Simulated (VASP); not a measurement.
Runs of VASP 6.6.1 on Lu. The structure is that of space group Im-3m (No. 229), or close to it. The cells are those of the table. 

| level | spin | cell | k mesh | gap on the mesh (eV) | pressure (GPa) |
| --- | --- | --- | --- | --- | --- |
| r2SCAN | off | a = 3.371 Å, angles 109.5°, 1 atom | 10 × 10 × 10 | none | 0.1 |
| r2SCAN+D3(BJ) | off | a = 3.354 Å, angles 109.5°, 1 atom | 10 × 10 × 10 | none | (a) |
| r2SCAN+D4 | off | a = 3.364 Å, angles 109.5°, 1 atom | 10 × 10 × 10 | none | 0.1 |
| r2SCAN+rVV10 | off | a = 3.351 Å, angles 109.5°, 1 atom | 10 × 10 × 10 | none | 0.1 |
| BLYP+D3(BJ) | non-collinear, zero start, SOC | a = 3.546 Å, angles 109.5°, 1 atom | 8 × 8 × 8 | - | -8.0 |

Alike in all rows: task single point; potentials or basis VASP PAW PBE potentials, release 64 (Lu); cutoff (eV) 520; smearing fermi-dirac 0.05 eV.

Fill in the values left out.

(a) -0.1.

Caveats: the PAW data sets were made with another functional, which shifts forces and pressure a little; spin-orbit coupling is left out, which moves the levels of the heavy elements (some runs); three body term missing (some runs); pairwise dispersion overbinds metals, which lowers pressure and volume (some runs).

A k mesh can miss the band edges, and rows without SOC leave out spin-orbit coupling on Lu.

A gap of «none» marks levels without a gap at the run's occupations.
